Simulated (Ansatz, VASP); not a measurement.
## PtSeS4: VASP beside Ansatz

```
Pt Se S
1.0
    -2.89481    2.89481    3.70625
     2.89481   -2.89481    3.70625
     2.89481    2.89481   -3.70625
Pt Se S
1 1 4
Direct
  0.50000 0.50000 0.00000
  0.00000 0.00000 0.00000
  0.03450 0.03450 0.33664
  0.96550 0.30215 0.00000
  0.30215 0.96550 0.00000
  0.69785 0.69785 0.66336
```

Change from the starting cell: species swapped into the NaClO4 type (I-42m, No. 121).

Alike in both runs: task single point; functional PBE; k mesh 4 × 4 × 4; occupations gaussian, width 0.1 eV; no spin polarisation.

|  | VASP | Ansatz |
| --- | --- | --- |
| version | VASP 6.6.1 | Ansatz 0.2.0 |
| potentials or method | VASP PAW PBE potentials, release 64 (Pt, Se, S), cutoff 520 eV | scalar-relativistic, plane waves, PAW |
| valence electrons in the cell | 40 | 58 |

VASP gave:

```
gap on the k mesh at the Fermi level (eV) : none
rms of the force components (eV/Å)        : 12.047
```

Task: Which values does Ansatz return?

Result: gap on the k mesh at the Fermi level (eV): none; rms of the force components (eV/Å): 11.957.

Atom by atom the forces differ by 0.089 eV/Å (rms over components). A gap of «none» marks a metal or a gap that the smearing closes. VASP's potentials hold 40 valence electrons a cell and Ansatz's 58, so a difference there can come from the potentials and not from the codes.

The k mesh is coarse, so the values compare programs but aren't converged. Neither program's run includes spin-orbit coupling.
